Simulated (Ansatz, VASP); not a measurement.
AlN in VASP and in Ansatz

```
Al N
1.0
     0.00000   -1.97203   -1.97203
     0.00000    1.97203   -1.97203
     3.94406    0.00000    0.00000
Al N
2 2
Cartesian
  0.0000 0.0000 -1.9720
  1.9720 0.0000 0.0000
  1.9720 0.0000 -1.9720
  0.0000 1.9720 -1.9720
```

Change from the starting cell: mode 4 frozen in at +0.000 Å, equal normal strain along x, y and z -0.0167.

Alike in both runs: task single point; functional LDA; k mesh 8 × 8 × 6; occupations gaussian, width 0.05 eV; no spin polarisation.

|  | VASP | Ansatz |
| --- | --- | --- |
| version | VASP 6.6.1 | Ansatz 0.2.0 |
| potentials or method | VASP PAW LDA potentials, release 64 (Al, N), cutoff 520 eV | scalar-relativistic, plane waves, PAW |
| valence electrons in the cell | 16 | 16 |

```csv
,VASP,Ansatz,Ansatz less VASP
gap on the k mesh at the Fermi level (eV),5.05,5.05,+0.001
least direct gap on the mesh (eV),5.05,5.05,+0.001
pressure (GPa),16.2,15.4,-0.81
```

LDA's correlation is that of Perdew and Zunger in VASP and of Perdew and Wang (1992) in Ansatz.
